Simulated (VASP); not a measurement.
Set up this calculation in VASP 6.6.1, as the native input.

- Task: single point
- Functional: PBE
- Dispersion: D4
- Potentials or basis: VASP PAW PBE potentials, release 64 (B, As)
- Cutoff: 520 eV
- k mesh: 8 × 8 × 8
- Occupations: gaussian, width 0.01 eV
- Spin: no spin polarisation
- Dipole correction: no
- Further INCAR settings: ALGO = Normal; EDIFF = 1e-06; NBANDS = 11

The structure of BAs lies in POSCAR:

```
BAs
1.0
    0.0000000000      2.3790174572      2.3790174572
    2.3790174572      0.0000000000      2.3790174572
    2.3790174572      2.3790174572      0.0000000000
B As
1 1
Direct
    0.0000000000      0.0000000000      0.0000000000
    0.2500000000      0.2500000000      0.2500000000
```

These files were run (other wordings do the same):

INCAR

```
ALGO = Normal
EDIFF = 1E-6
ENCUT = 520
GGA = PE
ISIF = 2
ISMEAR = 0
IVDW = 13
LASPH = T
LCHARG = F
LREAL = F
LWAVE = F
NBANDS = 11
NELM = 60
PREC = Accurate
SIGMA = 0.01
```

KPOINTS

```
k-points
0
Gamma
  8 8 8
```

Potentials or basis: VASP PAW PBE potentials, release 64 (B, As).

Launch:

```bash
$ cat potpaw_PBE.64/B/POTCAR potpaw_PBE.64/As/POTCAR > POTCAR
$ mpirun -np 1 vasp_std > vasp.out
```

Results of the run:

```
Pressure                   : 0.7 GPa
Band gap on the k mesh     : 1.18 eV, indirect (least direct gap 3.29 eV)
Dispersion energy per atom : -0.380 eV
```

It took 18 s on 1 thread of AMD EPYC 7R13, with other jobs on the host, peak memory 0.13 GiB.
